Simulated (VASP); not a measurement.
# SiB3W (P1) in VASP: single point with PBE

Aim: the single point of SiB3W with PBE.

Everything below comes from runs of VASP 6.6.1. Logs are shortened: lines on timing, memory, paths and dates and some standing lists are left out, and cuts for length are marked.

### 1 The cell of the first run

The typed cell holds 10 atoms: a = 3.904 Å, b = 4.400 Å, c = 6.815 Å, α = 76.60°, β = 88.34°, γ = 89.46°.

### 2 Single point, PBE

INCAR reads:

```
  PREC = Accurate
  ENCUT = 500
  EDIFF = 1E-6
  ISMEAR = 0
  SIGMA = 0.1
  LREAL = F
  LASPH = T
  NELM = 120
  ALGO = Normal
  ISIF = 2
  LWAVE = F
  LCHARG = F
  GGA = PE
  NBANDS = 38
  GGA_COMPAT = F
```

KPOINTS reads:

```
regular mesh
0
Gamma
  10 10 6
```

POSCAR reads:

```
SiB3W
1.0
    3.9044808234      0.0007222440     -0.0032458436
    0.0405541434      4.3998066449     -0.0028595416
    0.2023147105      1.5813994365      6.6259842642
Si B W
2 6 2
Direct
    0.9580202762      0.5381573653      0.4594983363
    0.9716106124      0.1377621826      0.0597585687
    0.2504185047      0.3251450276      0.2618547006
    0.9648120502      0.9465866855      0.7062611273
    0.9653569011      0.5997792839      0.8713397301
    0.9701242140      0.0195975161      0.4312565242
    0.0076297122      0.6311902787      0.1127592455
    0.9626949166      0.3041213900      0.7519091152
    0.4830739945      0.8362540405      0.2766769739
    0.4662588180      0.1614062299      0.5686856781
```

Potentials or basis: VASP PAW PBE potentials, release 64 (Si, B, W_sv).

Started as:

```bash
> cat potpaw_PBE.64/Si/POTCAR potpaw_PBE.64/B/POTCAR potpaw_PBE.64/W_sv/POTCAR > POTCAR
> mpirun -np 1 vasp_std > vasp.out
```

OUTCAR:

```text
PREC = Accurate
   ENCUT = 500
   EDIFF = 1E-6
   ISMEAR = 0
   LREAL = F
   LASPH = T
   NELM = 120
   ISIF = 2
   GGA = PE

 ion  position               nearest neighbor table
   1  0.958  0.538  0.459-   8 2.02   6 2.08   3 2.11   7 2.31   6 2.33   9 2.46  10 2.53   9 2.57
                            10 2.59
   2  0.972  0.138  0.060-   8 2.06   3 2.10   5 2.14   7 2.18   7 2.29   6 2.46   9 2.56   9 2.67

   3  0.250  0.325  0.262-   7 1.77   6 1.89   2 2.10   1 2.11  10 2.23   9 2.31   9 2.46
   4  0.965  0.947  0.706-   8 1.67   5 1.67   6 1.83  10 2.26  10 2.29
   5  0.965  0.600  0.871-   4 1.67   8 1.69   7 1.70   2 2.14
   6  0.970  0.020  0.431-   4 1.83   3 1.89   1 2.08  10 2.30  10 2.33   1 2.33   9 2.43   9 2.45
                             2 2.46
   7  0.008  0.631  0.113-   5 1.70   3 1.77   2 2.18   2 2.29   1 2.31   9 2.48   9 2.56
   8  0.963  0.304  0.752-   4 1.67   5 1.69   1 2.02   2 2.06  10 2.45  10 2.50
   9  0.483  0.836  0.277-   3 2.31   6 2.43   6 2.45   3 2.46   1 2.46   7 2.48   7 2.56   2 2.56
                             1 2.57   2 2.67  10 2.71  10 3.17
  10  0.466  0.161  0.569-   3 2.23   4 2.26   4 2.29   6 2.30   6 2.33   8 2.45   8 2.50   1 2.53
                             1 2.59   9 2.71   9 3.17

  LATTYP: Found a triclinic cell.
 ALAT       =     5.8550724252
 B/A-ratio  =     2.1920908257
 C/A-ratio  =     1.4122369048
 COS(alpha) =     0.0008269481
 COS(beta)  =     0.5804986106
 COS(gamma) =     0.7938608739

  Lattice vectors:

 A1 = (  -3.8639266800,   4.3990844009,   0.0003863020)
 A2 = (  -3.6210578261,  10.3802904823,   6.6235110246)
 A3 = (  -4.0662413905,   2.8176849644,  -6.6255979622)

Analysis of symmetry for initial positions (statically):
=====================================================================
 Subroutine PRICEL returns:
 Original cell was already a primitive cell.

 Routine SETGRP: Setting up the symmetry group for a
 triclinic supercell.

 Subroutine GETGRP returns: Found  1 space group operations
 (whereof  1 operations were pure point group operations)
 out of a pool of  2 trial point group operations.

The static configuration has the point symmetry C_1 .

Analysis of symmetry for dynamics (positions and initial velocities):
=====================================================================
 Subroutine PRICEL returns:
 Original cell was already a primitive cell.

 Routine SETGRP: Setting up the symmetry group for a
 triclinic supercell.

 Subroutine GETGRP returns: Found  1 space group operations
 (whereof  1 operations were pure point group operations)
 out of a pool of  2 trial point group operations.

The dynamic configuration has the point symmetry C_1 .

 Subroutine INISYM returns: Found  1 space group operations
 (whereof  1 operations are pure point group operations),
 and found     1 'primitive' translations

----------------------------------------------------------------------------------------

                                     Primitive cell

  volume of cell :     113.8477

  direct lattice vectors                    reciprocal lattice vectors
     3.904480823  0.000722244 -0.003245844     0.256110403 -0.002365351 -0.007255426
     0.040554143  4.399806645 -0.002859542    -0.000087121  0.227248270 -0.054233854
     0.202314710  1.581399436  6.625984264     0.000125422  0.000096914  0.150894015

  length of vectors
     3.904482239  4.399994469  6.815087886     0.256224071  0.233630252  0.150894098

  position of ions in fractional coordinates (direct lattice)
     0.958020276  0.538157365  0.459498336
     0.971610612  0.137762183  0.059758569
     0.250418505  0.325145028  0.261854701
     0.964812050  0.946586686  0.706261127
     0.965356901  0.599779284  0.871339730
     0.970124214  0.019597516  0.431256524
     0.007629712  0.631190279  0.112759246
     0.962694917  0.304121390  0.751909115
     0.483073995  0.836254041  0.276676974
     0.466258818  0.161406230  0.568685678

  ion indices of the primitive-cell ions
   primitive index   ion index
                 1           1
                 2           2
                 3           3
                 4           4
                 5           5
                 6           6
                 7           7
                 8           8
                 9           9
                10          10

----------------------------------------------------------------------------------------

 KPOINTS: regular mesh

Automatic generation of k-mesh.
 Grid dimensions read from file:
 generate k-points for:   10   10    6

 Generating k-lattice:

  Cartesian coordinates                     Fractional coordinates (reciprocal lattice)
     0.025611040 -0.000236535 -0.000725543     0.100000000 -0.000000000 -0.000000000
    -0.000008712  0.022724827 -0.005423385     0.000000000  0.100000000 -0.000000000
     0.000020904  0.000016152  0.025149002     0.000000000 -0.000000000  0.166666667

  Length of vectors
     0.025622407  0.023363025  0.025149016

  Shift w.r.t. Gamma in fractional coordinates (k-lattice)
     0.000000000  0.000000000  0.000000000

 Subroutine IBZKPT returns following result:
 ===========================================

 Found    304 irreducible k-points:

 Following reciprocal coordinates:
            Coordinates               Weight
  0.000000  0.000000  0.000000      1.000000
  0.100000 -0.000000 -0.000000      2.000000
  0.200000 -0.000000 -0.000000      2.000000
  0.300000 -0.000000 -0.000000      2.000000
  0.400000 -0.000000 -0.000000      2.000000
  0.500000 -0.000000 -0.000000      1.000000
[... 16 lines left out ...]
 -0.400000  0.200000 -0.000000      2.000000
 -0.300000  0.200000 -0.000000      2.000000
 [... further k-points ...]
   k-points           NKPTS =    304   k-points in BZ     NKDIM =    304   number of bands    NBANDS=     38
   number of dos      NEDOS =    301   number of ions     NIONS =     10
   total plane-waves  NPLWV =  44800
   dimension x,y,z NGX =    28 NGY =   32 NGZ =   50
   dimension x,y,z NGXF=    56 NGYF=   64 NGZF=  100
   ions per type =               2   6   2
   NGX,Y,Z   is equivalent  to a cutoff of  11.92, 12.09, 12.20 a.u.
   NGXF,Y,Z  is equivalent  to a cutoff of  23.84, 24.18, 24.39 a.u.
 SYSTEM =  unknown system
   PREC   = accura    normal or accurate (medium, high low for compatibility)
   ISTART =      0    job   : 0-new  1-cont  2-samecut
   ICHARG =      2    charge: 1-file 2-atom 10-const
   ISPIN  =      1    spin polarized calculation?
   LNONCOLLINEAR =      F non collinear calculations
   LSORBIT =      F    spin-orbit coupling
   LASPH  =      T    aspherical Exc in radial PAW
   ENCUT  =  500.0 eV  36.75 Ry    6.06 a.u.   7.12  8.02 12.43*2*pi/ulx,y,z
   NELM   =    120;   NELMIN=  2; NELMDL= -5     # of ELM steps
   EDIFF  = 0.1E-05   stopping-criterion for ELM
   LREAL  =      F    real-space projection
   EDIFFG = 0.1E-04   stopping-criterion for IOM
   NSW    =      0    number of steps for IOM
   IBRION =     -1    ionic relax: 0-MD 1-quasi-New 2-CG
   NFREE  =      0    steps in history (QN), initial steepest desc. (CG)
   ISIF   =      2    stress and relaxation
   ISYM   =      2    0-nonsym 1-usesym 2-fastsym
   POTIM  = 0.5000    time-step for ionic-motion
   TEBEG  =    0.0;   TEEND  =   0.0 temperature during run
   PSTRESS=    0.0 pullay stress
   NELECT =      54.0000    total number of electrons
   NUPDOWN=      -1.0000    fix difference up-down
   EMIN   =  10.00;   EMAX   =-10.00  energy-range for DOS
   EFERMI =   0.00;   METHOD = LEGACY
   ISMEAR =     0;   SIGMA  =   0.10  broadening in eV -4-tet -1-fermi 0-gaus
   EFERMI_NEDOS =   21; number of points for ismear=-14 and -15
   IALGO  =     38    algorithm
   IMIX   =      4    mixing-type and parameters
     AMIX     =   0.40;   BMIX     =  1.00
     AMIX_MAG =   1.60;   BMIX_MAG =  1.00
  volume/ion in A,a.u.               =      11.38        76.83
  Fermi-wavevector in a.u.,A,eV,Ry     =   1.276727  2.412664 22.177929  1.630032
  Thomas-Fermi vector in A             =   2.409367
   LORBIT       =      0    0 simple, 1 ext, 2 COOP (PROOUT), +10 PAW based schemes
   GGA     = PE    functional components
   LHFCALC =     F    Hartree Fock is set to
   AEXX    =    0.0000 exact exchange contribution
   IVDW    =     0    specifies the selected vdW correction
   LEPSILON=     F    determine dielectric tensor
   LRPA    =     F    only Hartree local field effects (RPA)
 non-spin polarized calculation
 Gauss-broadening in eV      SIGMA  =   0.10
  energy-cutoff  :      500.00
  volume of cell :      113.85
 maximum number of plane-waves:      2915
   NGX = 15   NGY = 17   NGZ = 25

 number of electron      54.0000003 magnetization

 Free energy of the ion-electron system (eV)
  ---------------------------------------------------
  ext. energy  EPLUGINS =         0.00000000
  ---------------------------------------------------
  free energy    TOTEN  =       -73.22969991 eV

  energy without entropy =      -73.22048994  energy(sigma->0) =      -73.22509492

 E-fermi :   7.4989     XC(G=0): -11.4666

 val. band max:        7.4983214840   @ k =   0.0000   0.4000   0.0000
 cond. band min:       7.5021979697   @ k =   0.5000  -0.0000  -0.0000
 fundamental gap:      0.0038764856
 Fermi energy:         7.4989027687

 k-point     1 :       0.0000    0.0000    0.0000
  band No.  band energies     occupation
      1     -66.6556      2.00000
      2     -66.3635      2.00000
      3     -31.0433      2.00000
      4     -30.9528      2.00000
      5     -30.9249      2.00000
      6     -30.6763      2.00000
[... 30 lines left out ...]
     37      13.0029      0.00000
     38      13.4649      0.00000

 k-point     2 :       0.1000   -0.0000   -0.0000
  band No.  band energies     occupation
      1     -66.6555      2.00000
      2     -66.3634      2.00000
      3     -31.0436      2.00000
      4     -30.9551      2.00000
      5     -30.9254      2.00000
      6     -30.6795      2.00000
[... 30 lines left out ...]
     37      13.0168      0.00000
     38      13.6202      0.00000
[... 859 lines left out ...]
     37      12.9593      0.00000
     38      13.2566      0.00000

 k-point    24 :      -0.3000    0.2000   -0.0000
  band No.  band energies     occupation
      1     -66.6551      2.00000
      2     -66.3634      2.00000
      3     -31.0535      2.00000
      4     -30.9709      2.00000
      5     -30.9256      2.00000
      6     -30.6992      2.00000
[... 30 lines left out ...]
     37      12.9238      0.00000
     38      13.5464      0.00000

 [... further k-points ...]
[... 5 lines left out ...]
  --------------------------------------------------------------------------------------
  -------------------------------------------------------------------------------------
  Total        0.1365794      0.0878322      0.0822561      0.0029162      0.0413412     -0.0031354
  in kB        1.9220804      1.2360617      1.1575901      0.0410402      0.5817947     -0.0441246
  external PRESSURE =       1.4385774 kB  Pullay stress =       0.0000000 kB

 VOLUME and BASIS-vectors are now :
 -----------------------------------------------------------------------------
  energy-cutoff  :      500.00
  volume of cell :      113.85
      direct lattice vectors                 reciprocal lattice vectors
     3.904480823  0.000722244 -0.003245844     0.256110403 -0.002365351 -0.007255426
     0.040554143  4.399806645 -0.002859542    -0.000087121  0.227248270 -0.054233854
     0.202314710  1.581399436  6.625984264     0.000125422  0.000096914  0.150894015

 POSITION                                       TOTAL-FORCE (eV/Angst)
 -----------------------------------------------------------------------------------
      3.85536      3.09513      3.03998         0.001518     -0.000659     -0.001538
      3.81131      0.70133      0.39241        -0.000342      0.005048     -0.005438
      1.04392      1.84485      1.73330        -0.008050      0.002948     -0.005004
      3.94837      5.28238      4.67384         0.001940     -0.012040      0.013534
      3.96983      4.01755      5.76863        -0.000265     -0.000785     -0.000611
      3.87588      0.76891      2.85429        -0.006109     -0.008508      0.000033
      0.07820      2.95544      0.74531        -0.005757     -0.000627     -0.004074
      3.92328      2.52784      4.97814         0.002066      0.008759      0.012489
      1.97604      4.11724      1.82930         0.013836     -0.005139     -0.017525
      1.94210      1.60981      3.76613         0.001164      0.011004      0.008135
 -----------------------------------------------------------------------------------
    total drift:                                0.000070      0.000390     -0.000452

  FREE ENERGIE OF THE ION-ELECTRON SYSTEM (eV)
  ---------------------------------------------------
  free  energy   TOTEN  =       -73.2296999135 eV

  energy  without entropy=      -73.2204899356  energy(sigma->0) =      -73.22509492
```

Run time: 14 min. Hardware: 1 thread of AMD EPYC 9R14 (Zen 4), shared host; peak memory 0.93 GiB.

Results:

| Property | Result |
| --- | --- |
| Free energy | -73.2297 eV |
| Pressure | 0.1 GPa |
| Largest force | 0.023 eV/Å |
| Band gap on the k mesh | zero (bands 27 and 28 overlap by 0.66 eV) |

Forces in eV/Å, atoms in the order of the input:
```
Si   0.002 -0.001 -0.002
Si   0.000  0.005 -0.005
B   -0.008  0.003 -0.005
B    0.002 -0.012  0.014
B    0.000 -0.001 -0.001
B   -0.006 -0.009  0.000
B   -0.006 -0.001 -0.004
B    0.002  0.009  0.012
W    0.014 -0.005 -0.018
W    0.001  0.011  0.008
```

Levels at points of the mesh, in eV from the Fermi level:
| k point | band 24 | band 25 | band 26 | band 27 | band 28 | band 29 | band 30 | band 31 |
| --- | --- | --- | --- | --- | --- | --- | --- | --- |
| (0.00, 0.00, 0.00) | -2.28 | -1.98 | -1.53 | -0.98 | 1.09 | 1.52 | 2.23 | 2.40 |
| (0.50, 0.00, 0.00) | -2.46 | -1.60 | -1.10 | 0.00 | 0.27 | 0.45 | 1.15 | 2.91 |
| (0.00, 0.50, 0.00) | -1.64 | -1.03 | -0.42 | 0.05 | 0.68 | 0.99 | 1.42 | 2.33 |
| (0.50, 0.50, 0.00) | -1.51 | -1.03 | -0.92 | -0.65 | -0.22 | 0.34 | 0.69 | 1.80 |
| (0.00, 0.00, 0.50) | -1.79 | -1.51 | -1.22 | -0.80 | 0.98 | 1.28 | 1.77 | 2.31 |
| (0.50, 0.00, 0.50) | -1.64 | -1.05 | -0.58 | -0.10 | 0.34 | 1.18 | 1.83 | 2.63 |
| (0.00, 0.50, 0.50) | -1.51 | -1.09 | -0.38 | -0.20 | 1.10 | 1.17 | 1.68 | 1.82 |
| (0.50, 0.50, 0.50) | -1.46 | -1.26 | -0.73 | -0.37 | -0.09 | -0.01 | 0.81 | 1.95 |

Caveat: spin-orbit coupling is left out, which moves the levels of the heavy elements.
